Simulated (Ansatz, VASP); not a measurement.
# One calculation of V, two programs

File INCAR:

```
PREC = Accurate
ENCUT = 520
EDIFF = 1E-8
ISMEAR = -1
SIGMA = 0.05
LREAL = False
LASPH = True
NELM = 150
ALGO = Normal
ISIF = 2
LWAVE = False
LCHARG = False
ISPIN = 2
MAGMOM = 1.5
LORBIT = 11
LMAXMIX = 4
GGA = PE
LEFG = True
NBANDS = 16
```

The input KPOINTS:

```
Automatic mesh
0
Gamma
  16 16 16
```

Contents of POSCAR:

```
V
1.0
   -1.4988666745      1.4988666745      1.4988666745
    1.4988666745     -1.4988666745      1.4988666745
    1.4988666745      1.4988666745     -1.4988666745
V
1
Direct
    0.0000000000      0.0000000000      0.0000000000
```

Input for Ansatz:

```yaml
crystal:
  lattice:
    - [-1.4988666745, 1.4988666745, 1.4988666745]
    - [1.4988666745, -1.4988666745, 1.4988666745]
    - [1.4988666745, 1.4988666745, -1.4988666745]
  atoms:
    - { symbol: V, position: [0.0, 0.0, 0.0], spin: 1.5 }
magnetization:
  spin_polarized: true
kpoints:
  mp_grid: { grid: [16, 16, 16] }
  band_path:
    path:
      - [0.0, 0.0, 0.0]
      - [0.5, -0.5, 0.5]
      - [0.0, 0.0, 0.5]
      - [0.0, 0.0, 0.0]
      - [0.25, 0.25, 0.25]
      - [0.5, -0.5, 0.5]
      - [0.25, 0.25, 0.25]
      - [0.0, 0.0, 0.5]
    npoints: 8
scf:
  occupations: { method: fermi_dirac, width: 0.05 }
hamiltonian:
  xc: pbe
  pseudopotentials: { kind: all_electron, datasets: crystal }
output:
  forces: true
  stress: true
  eigenvalues: true
  efg: { contact_densities: true }
```

Alike in both runs: task electric field gradients; functional PBE; k mesh 16 × 16 × 16; occupations fermi-dirac, width 0.05 eV; collinear spin.

|  | VASP | Ansatz |
| --- | --- | --- |
| version | VASP 6.6.1 | Ansatz 0.2.0 |
| potentials or method | VASP PAW PBE potentials, release 64 (V_sv), cutoff 520 eV | all-electron PAW with datasets made for the crystal, scalar-relativistic |

```tsv
	VASP	Ansatz	Ansatz less VASP
pressure (GPa)	0.3	0.0	-0.28
net moment per atom (μB)	0.00	0.00	0.000
```

Ansatz ran all-electron here, and VASP with PAW potentials. Ansatz's warnings: seeded moment not kept.
